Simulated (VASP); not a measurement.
In2GaN:

```
In Ga N
1.0
     3.17659    0.00000    0.00000
     0.00000    3.17659    0.00000
     0.00000    0.00000    7.31665
In Ga N
2 1 1
Direct
  0.50000 0.50000 0.25864
  0.50000 0.50000 0.74136
  0.00000 0.00000 0.50000
  0.00000 0.00000 0.00000
```

The cell was generated, and may not be a known phase.

```yaml
Program: VASP 6.6.1
Task: relaxation of cell and atoms
Functional: PBE
Potentials_or_basis: VASP PAW PBE potentials, release 64 (In_d, Ga_d, N)
Cutoff: 600 eV
k_mesh: 6 × 6 × 4
Occupations: gaussian, width 0.1 eV
Spin: collinear spin, ferromagnetic start
Starting_moments: "[0.0, 0.0, 0.0, 1.0] μB"
```

At the start: pressure 2.5 GPa; volume 18.46 Å³/atom.

**Question.** Where does the relaxation end?

**Answer.** Over 11 steps the energy falls by 449.8 meV/atom and the volume is 18.09 Å³/atom (-2.0 %); space group P4/mmm (No. 123, to 0.1 Å) before and after; moment 0.00 μB per cell.

The path:
```csv
step,energy change (eV),largest force (eV/Å),pressure (GPa),volume (Å³)
1,0.0000,3.0937,2.48,73.83
2,-0.8119,2.1581,-2.85,76.90
3,-1.3576,1.0641,-6.69,81.32
4,-1.3778,0.5524,-6.73,82.49
5,-1.4004,2.8692,4.30,71.75
6,-1.6063,0.8760,-2.33,76.40
7,-1.7923,0.1024,1.30,70.90
8,-1.7970,0.1463,0.72,71.61
9,-1.7970,0.1533,0.64,71.71
10,-1.7985,0.0312,-0.52,72.73
11,-1.7993,0.0337,-0.11,72.35
```

Final structure:
```xyz
4
Lattice="3.1425 0.0000 0.0000 0.0000 3.1425 0.0000 0.0000 0.0000 7.3266" Properties=species:S:1:pos:R:3 pbc="T T T"
In    1.5713    1.5713    1.4144
In    1.5713    1.5713    5.9122
Ga    0.0000    0.0000    3.6633
N     0.0000    0.0000    0.0000
```
